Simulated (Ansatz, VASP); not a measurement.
**Al2Cu: VASP beside Ansatz**

INCAR

```
SYSTEM = Al2Cu
PREC = Accurate ; ENCUT = 520
EDIFF = 1E-6 ; ISMEAR = 0
SIGMA = 0.15 ; LREAL = .FALSE.
LASPH = .TRUE. ; NELM = 100
ALGO = Fast ; ISIF = 2
LWAVE = .FALSE. ; LCHARG = .FALSE.
GGA = PS ; NBANDS = 16
```

KPOINTS

```
regular mesh
0
G
  16 16 16
  0 0 0
```

Contents of POSCAR:

```
Al2Cu
1.0
   -1.9638926004      1.9638926004      2.7771232558
    1.9638926004     -1.9638926004      2.7771232558
    1.9638926004      1.9638926004     -2.7771232558
Al Cu
2 1
Direct
    0.7500000000      0.2500000000      0.5000000000
    0.2500000000      0.7500000000      0.5000000000
    0.5000000000      0.5000000000      0.0000000000
```

Input for Ansatz:

```yaml
crystal:
  lattice:
    - [-1.9638926004, 1.9638926004, 2.7771232558]
    - [1.9638926004, -1.9638926004, 2.7771232558]
    - [1.9638926004, 1.9638926004, -2.7771232558]
  atoms:
    - { symbol: Al, position: [0.75, 0.25, 0.5] }
    - { symbol: Al, position: [0.25, 0.75, 0.5] }
    - { symbol: Cu, position: [0.5, 0.5, 0.0] }
basis:
  ecutwfc: 420
kpoints:
  mp_grid: { grid: [16, 16, 16] }
hamiltonian:
  xc: pbesol
scf:
  occupations: { method: gaussian, width: 0.15 }
output:
  forces: true
  stress: true
  eigenvalues: true
```

Change from the starting cell: strain -0.030 along x and y, -0.030 along z, atoms carried along.

Alike in both runs: task single point; functional PBEsol; k mesh 16 × 16 × 16; occupations gaussian, width 0.15 eV; no spin polarisation.

|  | VASP | Ansatz |
| --- | --- | --- |
| version | VASP 6.6.1 | Ansatz 0.2.0 |
| potentials or method | VASP PAW PBE potentials, release 64 (Al, Cu), cutoff 520 eV | scalar-relativistic, plane waves, PAW |
| valence electrons in the cell | 17 | 25 |

Ansatz gave:

| Quantity | Value |
| --- | --- |
| gap on the k mesh at the Fermi level (eV) | none |
| pressure (GPa) | 11.7 |

Question: Estimate VASP's values.

Answer: gap on the k mesh at the Fermi level (eV): none; pressure (GPa): 12.2.

VASP's potentials were made for PBE, not for PBEsol. A gap of «none» marks a metal or a gap that the smearing closes. With one functional, cell and mesh, what is left measures potentials, basis and numerics. VASP's potentials hold 17 valence electrons a cell and Ansatz's 25, so a difference there can come from the potentials and not from the codes.
